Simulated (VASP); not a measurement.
# MoS2 (P6_3/mmc) in VASP: a series of runs, part 2 of 2

VASP 6.6.1. Earlier steps stand in the parts before.

## (3) Relaxation of cell and atoms, BLYP

Input file INCAR:

```
PREC     = Accurate       # precision mode
ENCUT    = 600            # plane-wave cutoff, eV
EDIFF    = 1E-6           # SCF threshold, eV
ISMEAR   = -1             # smearing method
SIGMA    = 0.05           # smearing width, eV
LREAL    = F              # projectors in reciprocal space
LASPH    = T              # aspherical terms in the spheres
NELM     = 80             # most SCF steps
ALGO     = Normal         # electronic algorithm
ISIF     = 3              # what is computed and relaxed
LWAVE    = F              # write WAVECAR
LCHARG   = F              # write CHGCAR
GGA      = B5             # functional
ALDAX    = 1.0          
AGGAX    = 1.0          
AGGAC    = 1.0          
ALDAC    = 0.0          
IBRION   = 2              # ionic algorithm
NSW      = 60             # ionic steps
EDIFFG   = -0.01          # ionic threshold
```

Input file KPOINTS:

```
Automatic mesh
0
Gamma
  10 10 3
```

Input file POSCAR:

```
MoS2
1.0
    3.1690000000      0.0000000000      0.0000000000
   -1.5845000000      2.7444345046      0.0000000000
    0.0000000000      0.0000000000     12.3240000000
Mo S
2 4
Direct
    0.6666666667      0.3333333333      0.7500000000
    0.3333333333      0.6666666667      0.2500000000
    0.6666666667      0.3333333333      0.3770000000
    0.3333333333      0.6666666667      0.8770000000
    0.6666666667      0.3333333333      0.1230000000
    0.3333333333      0.6666666667      0.6230000000
```

Potentials or basis: VASP PAW PBE potentials, release 64 (Mo_sv, S).

Launch:

```sh
> cat potpaw_PBE.64/Mo_sv/POTCAR potpaw_PBE.64/S/POTCAR > POTCAR
> mpirun -np 1 vasp_std > vasp.out
```

OUTCAR:

```text
PREC = Accurate
   ENCUT = 600
   EDIFF = 1E-6
   ISMEAR = -1
   LREAL = F
   LASPH = T
   NELM = 80
   ISIF = 3
   GGA = B5
   IBRION = 2
   NSW = 60
   EDIFFG = -0.01

 ion  position               nearest neighbor table
   1  0.667  0.333  0.750-   4 2.41   6 2.41   4 2.41   6 2.41   4 2.41   6 2.41
   2  0.333  0.667  0.250-   3 2.41   5 2.41   3 2.41   5 2.41   3 2.41   5 2.41
   3  0.667  0.333  0.377-   2 2.41   2 2.41   2 2.41
   4  0.333  0.667  0.877-   1 2.41   1 2.41   1 2.41
   5  0.667  0.333  0.123-   2 2.41   2 2.41   2 2.41
   6  0.333  0.667  0.623-   1 2.41   1 2.41   1 2.41

  LATTYP: Found a hexagonal cell.
 ALAT       =     3.1690000000
 C/A-ratio  =     3.8889239508

  Lattice vectors:

 A1 = (   3.1690000000,   0.0000000000,   0.0000000000)
 A2 = (  -1.5845000000,   2.7444345046,   0.0000000000)
 A3 = (   0.0000000000,   0.0000000000,  12.3240000000)

Analysis of symmetry for initial positions (statically):
=====================================================================
 Subroutine PRICEL returns:
 Original cell was already a primitive cell.

 Routine SETGRP: Setting up the symmetry group for a
 hexagonal supercell.

 Subroutine GETGRP returns: Found 24 space group operations
 (whereof 12 operations were pure point group operations)
 out of a pool of 24 trial point group operations.

The static configuration has the point symmetry D_3d.
 The point group associated with its full space group is D_6h.

Analysis of symmetry for dynamics (positions and initial velocities):
=====================================================================
 Subroutine PRICEL returns:
 Original cell was already a primitive cell.

 Routine SETGRP: Setting up the symmetry group for a
 hexagonal supercell.

 Subroutine GETGRP returns: Found 24 space group operations
 (whereof 12 operations were pure point group operations)
 out of a pool of 24 trial point group operations.

The dynamic configuration has the point symmetry D_3d.
 The point group associated with its full space group is D_6h.

 Subroutine INISYM returns: Found 24 space group operations
 (whereof 12 operations are pure point group operations),
 and found     1 'primitive' translations

----------------------------------------------------------------------------------------

                                     Primitive cell

  volume of cell :     107.1832

  direct lattice vectors                    reciprocal lattice vectors
     3.169000000  0.000000000  0.000000000     0.315556958  0.182186895  0.000000000
    -1.584500000  2.744434505  0.000000000     0.000000000  0.364373789  0.000000000
     0.000000000  0.000000000 12.324000000     0.000000000  0.000000000  0.081142486

  length of vectors
     3.169000000  3.169000000 12.324000000     0.364373789  0.364373789  0.081142486

  position of ions in fractional coordinates (direct lattice)
     0.666666667  0.333333333  0.750000000
     0.333333333  0.666666667  0.250000000
     0.666666667  0.333333333  0.377000000
     0.333333333  0.666666667  0.877000000
     0.666666667  0.333333333  0.123000000
     0.333333333  0.666666667  0.623000000

  ion indices of the primitive-cell ions
   primitive index   ion index
                 1           1
                 2           2
                 3           3
                 4           4
                 5           5
                 6           6

----------------------------------------------------------------------------------------

 KPOINTS: Automatic mesh

Automatic generation of k-mesh.
 Grid dimensions read from file:
 generate k-points for:   10   10    3

 Generating k-lattice:

  Cartesian coordinates                     Fractional coordinates (reciprocal lattice)
     0.031555696  0.018218689  0.000000000     0.100000000 -0.000000000  0.000000000
     0.000000000  0.036437379  0.000000000     0.000000000  0.100000000  0.000000000
     0.000000000  0.000000000  0.027047495     0.000000000  0.000000000  0.333333333

  Length of vectors
     0.036437379  0.036437379  0.027047495

  Shift w.r.t. Gamma in fractional coordinates (k-lattice)
     0.000000000  0.000000000  0.000000000

 Subroutine IBZKPT returns following result:
 ===========================================

 Found     28 irreducible k-points:

 Following reciprocal coordinates:
            Coordinates               Weight
  0.000000  0.000000  0.000000      1.000000
  0.100000 -0.000000  0.000000      6.000000
  0.200000 -0.000000  0.000000      6.000000
  0.300000  0.000000  0.000000      6.000000
  0.400000 -0.000000  0.000000      6.000000
  0.500000  0.000000  0.000000      3.000000
[... 16 lines left out ...]
  0.300000  0.100000  0.333333     24.000000
  0.400000  0.100000  0.333333     24.000000
 [... further k-points ...]
   k-points           NKPTS =     28   k-points in BZ     NKDIM =     28   number of bands    NBANDS=     31
   number of dos      NEDOS =    301   number of ions     NIONS =      6
   total plane-waves  NPLWV =  76832
   dimension x,y,z NGX =    28 NGY =   28 NGZ =   98
   dimension x,y,z NGXF=    56 NGYF=   56 NGZF=  196
   ions per type =               2   4
   NGX,Y,Z   is equivalent  to a cutoff of  14.69, 14.69, 13.22 a.u.
   NGXF,Y,Z  is equivalent  to a cutoff of  29.38, 29.38, 26.44 a.u.
 SYSTEM =  unknown system
   PREC   = accura    normal or accurate (medium, high low for compatibility)
   ISTART =      0    job   : 0-new  1-cont  2-samecut
   ICHARG =      2    charge: 1-file 2-atom 10-const
   ISPIN  =      1    spin polarized calculation?
   LNONCOLLINEAR =      F non collinear calculations
   LSORBIT =      F    spin-orbit coupling
   LASPH  =      T    aspherical Exc in radial PAW
   ENCUT  =  600.0 eV  44.10 Ry    6.64 a.u.   6.33  6.33 24.61*2*pi/ulx,y,z
   NELM   =     80;   NELMIN=  2; NELMDL= -5     # of ELM steps
   EDIFF  = 0.1E-05   stopping-criterion for ELM
   LREAL  =      F    real-space projection
   EDIFFG = -.1E-01   stopping-criterion for IOM
   NSW    =     60    number of steps for IOM
   IBRION =      2    ionic relax: 0-MD 1-quasi-New 2-CG
   NFREE  =      1    steps in history (QN), initial steepest desc. (CG)
   ISIF   =      3    stress and relaxation
   ISYM   =      2    0-nonsym 1-usesym 2-fastsym
   POTIM  = 0.5000    time-step for ionic-motion
   TEBEG  =    0.0;   TEEND  =   0.0 temperature during run
   PSTRESS=    0.0 pullay stress
   NELECT =      52.0000    total number of electrons
   NUPDOWN=      -1.0000    fix difference up-down
   EMIN   =  10.00;   EMAX   =-10.00  energy-range for DOS
   EFERMI =   0.00;   METHOD = LEGACY
   ISMEAR =    -1;   SIGMA  =   0.05  broadening in eV -4-tet -1-fermi 0-gaus
   EFERMI_NEDOS =   21; number of points for ismear=-14 and -15
   IALGO  =     38    algorithm
   IMIX   =      4    mixing-type and parameters
     AMIX     =   0.40;   BMIX     =  1.00
     AMIX_MAG =   1.60;   BMIX_MAG =  1.00
  volume/ion in A,a.u.               =      17.86       120.55
  Fermi-wavevector in a.u.,A,eV,Ry     =   1.286373  2.430893 22.514325  1.654756
  Thomas-Fermi vector in A             =   2.418452
   LORBIT       =      0    0 simple, 1 ext, 2 COOP (PROOUT), +10 PAW based schemes
   GGA     = B5    functional components
   LHFCALC =     F    Hartree Fock is set to
   AEXX    =    0.0000 exact exchange contribution
   IVDW    =     0    specifies the selected vdW correction
   LEPSILON=     F    determine dielectric tensor
   LRPA    =     F    only Hartree local field effects (RPA)
 conjugate gradient relaxation of ions
 non-spin polarized calculation
  energy-cutoff  :      600.00
  volume of cell :      107.18
 maximum number of plane-waves:      3613
 NGX is ok and might be reduce to    28
   NGX = 13   NGY = 13   NGZ = 49

--------------------------------------- Ionic step        1  -------------------------------------------

 number of electron      52.0000000 magnetization

 Free energy of the ion-electron system (eV)
  ---------------------------------------------------
  ext. energy  EPLUGINS =         0.00000000
  ---------------------------------------------------
  free energy    TOTEN  =       -38.37128899 eV

  energy without entropy =      -38.37128702  energy(sigma->0) =      -38.37128801

 E-fermi :   8.3128     XC(G=0): -10.2340

 val. band max:        7.8897162207   @ k =   0.0000   0.0000   0.0000
 cond. band min:       8.8424482506   @ k =   0.2000   0.2000   0.0000
 fundamental gap:      0.9527320298
 Fermi energy:         8.3127925476
[... 929 lines left out ...]
  FREE ENERGIE OF THE ION-ELECTRON SYSTEM (eV)
  ---------------------------------------------------
  free  energy   TOTEN  =       -38.5615242063 eV

  energy  without entropy=      -38.5615219923  energy(sigma->0) =      -38.56152310

[... ionic steps 4 to 24 ...]

--------------------------------------- Ionic step       25  -------------------------------------------

 number of electron      51.9999997 magnetization

------------------------ aborting loop because EDIFF is reached ----------------------------------------
[... 900 lines left out ...]
--------------------------------------- Ionic step       27  -------------------------------------------

 number of electron      52.0000003 magnetization

 Free energy of the ion-electron system (eV)
  ---------------------------------------------------
  ext. energy  EPLUGINS =         0.00000000
  ---------------------------------------------------
  free energy    TOTEN  =       -38.77298941 eV

  energy without entropy =      -38.77298912  energy(sigma->0) =      -38.77298927

 E-fermi :   4.7723     XC(G=0):  -8.4276

 val. band max:        4.2001366318   @ k =   0.0000   0.0000   0.0000
 cond. band min:       5.4717758004   @ k =   0.3000   0.3000   0.0000
 fundamental gap:      1.2716391686
 Fermi energy:         4.7722932765
[... 849 lines left out ...]
  FREE ENERGIE OF THE ION-ELECTRON SYSTEM (eV)
  ---------------------------------------------------
  free  energy   TOTEN  =       -38.7729894073 eV

  energy  without entropy=      -38.7729891239  energy(sigma->0) =      -38.77298927

 reached required accuracy - stopping structural energy minimisation
```

It took 34 min on 1 thread of Intel Xeon Platinum 8488C (Sapphire Rapids), shared host; peak memory 0.32 GiB.

Results:

| Quantity | Value |
| --- | --- |
| Free energy | -38.7730 eV |
| Relaxed volume | 24.00 Å³/atom |
| Relaxed cell | a = 3.264 Å, b = 3.264 Å, c = 15.607 Å, α = 90.00°, β = 90.00°, γ = 120.00° |
| Space group after relaxing (to 0.1 Å) | P6_3/mmc (No. 194) |
| Energy gained by relaxing | 67.0 meV/atom |
| Ionic steps | 27 |
| Pressure after relaxing | 0.0 GPa |
| Largest force after relaxing | 0.004 eV/Å |
| Band gap on the k mesh | 1.27 eV (least direct gap 1.69 eV) |

Forces in eV/Å, atoms in the order of the input:
```
Mo   0.000  0.000  0.000
Mo   0.000  0.000  0.000
S    0.000  0.000  0.004
S    0.000  0.000  0.004
S    0.000  0.000 -0.004
S    0.000  0.000 -0.004
```

Step by step:
```csv
step,energy change (eV),largest force (eV/Å),pressure (GPa),volume (Å³)
1,0.0000,0.3308,9.46,107.18
2,0.1768,1.7045,-9.42,124.38
3,-0.1902,0.6359,0.09,113.95
4,-0.2394,0.2668,0.04,115.87
5,-0.2410,0.1843,0.05,116.28
6,-0.2651,0.1108,0.46,116.92
7,-0.3100,0.1227,1.89,118.80
8,-0.2855,0.6644,5.42,122.38
9,-0.3143,0.3935,3.52,120.44
10,-0.3210,0.3602,3.32,120.89
11,-0.3385,0.2635,2.70,122.25
12,-0.3629,0.0792,1.57,124.97
13,-0.3779,0.2521,-0.31,130.45
14,-0.3781,0.1899,0.03,129.43
15,-0.3806,0.1736,-0.01,129.84
16,-0.3864,0.1223,-0.12,131.10
17,-0.3909,0.0125,-0.30,133.65
18,-0.3922,0.0281,-0.03,133.88
19,-0.3929,0.0823,0.31,134.17
20,-0.3945,0.0499,0.25,134.59
21,-0.3968,0.0424,0.07,135.83
22,-0.3968,0.0539,0.06,135.99
23,-0.3973,0.0542,0.04,136.43
24,-0.3988,0.0521,-0.02,137.77
25,-0.4008,0.0398,-0.06,140.44
26,-0.4014,0.0199,-0.02,145.80
27,-0.4017,0.0036,-0.02,144.02
```

Final structure:
```yaml
crystal:
  lattice:
    - [3.26432, 0.00000, 0.00000]
    - [-1.63216, 2.82699, 0.00000]
    - [0.00000, 0.00000, 15.60669]
  atoms:
    - { symbol: Mo, position: [0.66667, 0.33333, 0.75000] }
    - { symbol: Mo, position: [0.33333, 0.66667, 0.25000] }
    - { symbol: S, position: [0.66667, 0.33333, 0.35025] }
    - { symbol: S, position: [0.33333, 0.66667, 0.85025] }
    - { symbol: S, position: [0.66667, 0.33333, 0.14975] }
    - { symbol: S, position: [0.33333, 0.66667, 0.64975] }
```

Caveat: the volume moved by over 15 % at a fixed basis, so the end points are rough; the PAW data sets were made with another functional, which shifts forces and pressure a little; this functional lacks dispersion, which binds layers or chains, so the pressure and a relaxed spacing across them are unreliable. Zero-point motion and thermal expansion aren't in these numbers.

## (4) Relaxation of cell and atoms, PBE

Input file INCAR:

```
SYSTEM = MoS2
PREC = Accurate ; ENCUT = 600
EDIFF = 1E-6 ; ISMEAR = -1
SIGMA = 0.05 ; LREAL = .False.
LASPH = .True. ; NELM = 100
ALGO = Normal ; ISIF = 3
LWAVE = .False. ; LCHARG = .False.
GGA = PE ; IBRION = 2
NSW = 60 ; EDIFFG = -0.01
```

Input file KPOINTS:

```
Automatic mesh
0
Gamma
  10 10 3
  0 0 0
```

POSCAR is that of step 3.

Launch:

```sh
> cat potpaw_PBE.64/Mo_sv/POTCAR potpaw_PBE.64/S/POTCAR > POTCAR
> mpirun -np 1 vasp_std > vasp.out
```

Run time: 12 min. Hardware: 1 thread of Intel Xeon Platinum 8488C (Sapphire Rapids), shared host; peak memory 0.31 GiB.

The run converged. Its results:

| Item | Value |
| --- | --- |
| Free energy | -43.7078 eV |
| Relaxed volume | 20.73 Å³/atom |
| Relaxed cell | a = 3.186 Å, b = 3.186 Å, c = 14.151 Å, α = 90.00°, β = 90.00°, γ = 120.00° |
| Space group after relaxing (to 0.1 Å) | P6_3/mmc (No. 194) |
| Energy gained by relaxing | 15.4 meV/atom |
| Ionic steps | 14 |
| Pressure after relaxing | 0.0 GPa |
| Band gap on the k mesh | 1.50 eV (least direct gap 1.90 eV) |

Forces in eV/Å, atoms in the order of the input:
```
Mo   0.000  0.000  0.000
Mo   0.000  0.000  0.000
S    0.000  0.000  0.002
S    0.000  0.000  0.002
S    0.000  0.000 -0.002
S    0.000  0.000 -0.002
```

Stress tensor (GPa, compression positive):
```
-0.07  0.00  0.00
 0.00 -0.07  0.00
 0.00  0.00  0.06
```

The path:
| step | energy change (eV) | largest force (eV/Å) | pressure (GPa) | volume (Å³) |
| --- | --- | --- | --- | --- |
| 1 | 0.0000 | 0.0790 | 1.85 | 107.18 |
| 2 | -0.0015 | 0.4794 | -2.05 | 110.41 |
| 3 | -0.0099 | 0.2916 | -0.21 | 108.85 |
| 4 | -0.0225 | 0.1763 | -0.19 | 109.79 |
| 5 | -0.0312 | 0.0620 | -0.03 | 111.71 |
| 6 | -0.0382 | 0.0553 | -0.07 | 112.22 |
| 7 | -0.0554 | 0.0378 | -0.18 | 113.75 |
| 8 | -0.0771 | 0.0153 | -0.16 | 116.80 |
| 9 | -0.0912 | 0.0414 | 0.43 | 122.79 |
| 10 | -0.0912 | 0.0456 | 0.52 | 123.60 |
| 11 | -0.0858 | 0.2187 | -1.37 | 125.81 |
| 12 | -0.0920 | 0.0249 | 0.02 | 124.18 |
| 13 | -0.0920 | 0.0266 | 0.01 | 124.19 |
| 14 | -0.0922 | 0.0022 | -0.03 | 124.38 |

Final structure:
```xyz
6
Lattice="3.1858 0.0000 0.0000 -1.5929 2.7590 0.0000 0.0000 0.0000 14.1509" Properties=species:S:1:pos:R:3 pbc="T T T"
Mo    1.5929    0.9197   10.6132
Mo    0.0000    1.8393    3.5377
S     1.5929    0.9197    5.0991
S     0.0000    1.8393   12.1745
S     1.5929    0.9197    1.9763
S     0.0000    1.8393    9.0518
```

Levels at points of the mesh, in eV from the valence-band top:
```csv
k point,band 22,band 23,band 24,band 25,band 26,band 27,band 28,band 29,band 30,band 31
"(0.00, 0.00, 0.00)",-1.79,-1.79,-1.61,-0.53,0.00,2.46,2.46,2.47,2.47,2.70
"(0.50, 0.00, 0.00)",-2.15,-1.29,-1.26,-0.93,-0.91,1.94,1.95,2.41,2.50,3.41
```

Caveat: the volume moved by over 15 % at a fixed basis, so the end points are rough; this functional lacks dispersion, which binds layers or chains, so the pressure and a relaxed spacing across them are unreliable. A k mesh can miss the band edges.

## (5) Summary

| level | gap on the mesh (eV) | pressure (GPa) | relaxed volume (Å³/atom) |
| --- | --- | --- | --- |
| revPBE+D4 | 0.73 | 0.0 | 16.77 |
| BLYP | 1.27 | 0.0 | 24.00 |
| PBE | 1.50 | 0.0 | 20.73 |

Alike in all rows: task relaxation of cell and atoms; potentials or basis VASP PAW PBE potentials, release 64 (Mo_sv, S); no spin polarisation; cell relaxed; k mesh 10 × 10 × 3; cutoff (eV) 600; smearing fermi-dirac 0.05 eV.

Caveats: the PAW data sets were made with another functional, which shifts forces and pressure a little (at least some runs); the volume moved by over 15 % at a fixed basis, so the end points are rough (at least some runs); this functional lacks dispersion, which binds layers or chains, so the pressure and a relaxed spacing across them are unreliable (at least some runs); semilocal functionals underestimate gaps, and a narrow one can read as zero (at least some runs).

Absolute energies hang on the potentials; compare differences alone.
